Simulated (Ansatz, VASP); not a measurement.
Two plane-wave programs on Ge

INCAR

```
  PREC = Accurate
  ENCUT = 600
  EDIFF = 1E-6
  ISMEAR = -1
  SIGMA = 0.1
  LREAL = False
  LASPH = True
  NELM = 60
  ALGO = Normal
  ISIF = 3
  LWAVE = False
  LCHARG = False
  GGA = PS
  IBRION = 2
  NSW = 60
  EDIFFG = -0.005
```

File KPOINTS:

```
Automatic mesh
0
Gamma
  15 15 15
```

POSCAR

```
Ge
1.0
    2.7377415812      0.0000000000      0.0000000000
    0.0000000000      2.7377415812      0.0000000000
    0.0000000000      0.0000000000      2.7377415812
Ge
1
Direct
    0.0000000000      0.0000000000      0.0000000000
```

Input for Ansatz:

```yaml
crystal:
  lattice:
    - [2.7377415812, 0.0, 0.0]
    - [0.0, 2.7377415812, 0.0]
    - [0.0, 0.0, 2.7377415812]
  atoms:
    - { symbol: Ge, position: [0.0, 0.0, 0.0] }
kpoints:
  mp_grid: { grid: [15, 15, 15] }
scf:
  occupations: { method: fermi_dirac, width: 0.1 }
hamiltonian:
  xc: pbesol
  pseudopotentials: { kind: paw }
output:
  forces: true
  stress: true
  write_density: true
  write_potential: true
  elf: true
  volumetric_format: npy
relax:
  f_tol: 0.005
  max_steps: 40
  cell: {}
```

Alike in both runs: task relaxation of cell and atoms; functional PBEsol; k mesh 15 × 15 × 15; occupations fermi-dirac, width 0.1 eV; no spin polarisation.

```csv
,VASP,Ansatz
version,VASP 6.6.1,Ansatz 0.2.0
potentials or method,"VASP PAW PBE potentials, release 64 (Ge_d)","PAW with Ansatz's default frozen-core files, scalar-relativistic"
plane-wave cutoff (eV),600,420
valence electrons in the cell,14,14
```

|  | VASP | Ansatz | Ansatz less VASP |
| --- | --- | --- | --- |
| relaxed volume (Å³/atom) | 18.97 | 18.95 | -0.020 |
| relaxed cell length with the largest relative difference (Å) | 2.667 | 2.666 | -0.0009 |

VASP's potentials were made for PBE, not for PBEsol.
